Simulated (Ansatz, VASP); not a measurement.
# One calculation of Zr, two programs

```
CELL_PARAMETERS angstrom
-1.68950 1.68950 1.68950
1.68950 -1.68950 1.68950
1.68950 1.68950 -1.68950
ATOMIC_POSITIONS crystal
Zr 0.00000 0.00000 0.00000
```

Alike in both runs: task single point; functional PBEsol; k mesh 14 × 14 × 14; occupations fermi-dirac, width 0.1 eV; no spin polarisation.

|  | VASP | Ansatz |
| --- | --- | --- |
| version | VASP 6.6.1 | Ansatz 0.2.0 |
| potentials or method | VASP PAW PBE potentials, release 64 (Zr_sv), cutoff 520 eV | plane waves (420 eV) with PAW, scalar-relativistic |
| valence electrons in the cell | 12 | 12 |

```csv
,VASP,Ansatz,Ansatz less VASP
pressure (GPa),14.4,14.2,-0.14
```

VASP's potentials were made for PBE, not for PBEsol, and Ansatz warns of the same on its side. The functional is the same, so the differences come from potentials, cutoffs and numerics.
